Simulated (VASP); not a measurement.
Here is a VASP 6.6.1 calculation.

File INCAR:

```
SYSTEM = LiF
PREC = Accurate ; ENCUT = 520
EDIFF = 1E-6 ; ISMEAR = 0
SIGMA = 0.1 ; LREAL = .FALSE.
LASPH = .TRUE. ; NELM = 100
ALGO = Normal ; ISIF = 2
LWAVE = .FALSE. ; LCHARG = .TRUE.
GGA = PE ; LELF = .TRUE.
LVHAR = .TRUE. ; NBANDS = 42
```

File KPOINTS:

```
Automatic mesh
0
G
  4 4 4
  0 0 0
```

POSCAR

```
LiF
1.0
    0.0000000000      0.0000000000     -4.8460593427
    0.0000000000      4.8649137800      2.4230296714
    5.5928834193      0.0000000000      0.0000000000
Li F
6 6
Direct
    0.2111211961      0.8127822587      0.3390960989
    0.3983389374      0.1872177413      0.6609039011
    0.8983389374      0.1872177413      0.3390960989
    0.7111211961      0.8127822587      0.6609039011
    0.0550348517      0.5000000000      0.8426206746
    0.5550348517      0.5000000000      0.1573793254
    0.1009130769      0.8117462803      0.6739159821
    0.2891667966      0.1882537197      0.3260840179
    0.7891667966      0.1882537197      0.6739159821
    0.6009130769      0.8117462803      0.3260840179
    0.9454251413      0.5000000000      0.1670115080
    0.4454251413      0.5000000000      0.8329884920
```

Potentials or basis: VASP PAW PBE potentials, release 64 (Li_sv, F).

The run is started by

```bash
$ cat potpaw_PBE.64/Li_sv/POTCAR potpaw_PBE.64/F/POTCAR > POTCAR
$ mpirun -np 1 vasp_std > vasp.out
```

(1) Predict the largest force.

(2) Estimate the band gap on the k mesh.

Results:

(1) 0.007 eV/Å.

(2) 7.23 eV, direct.
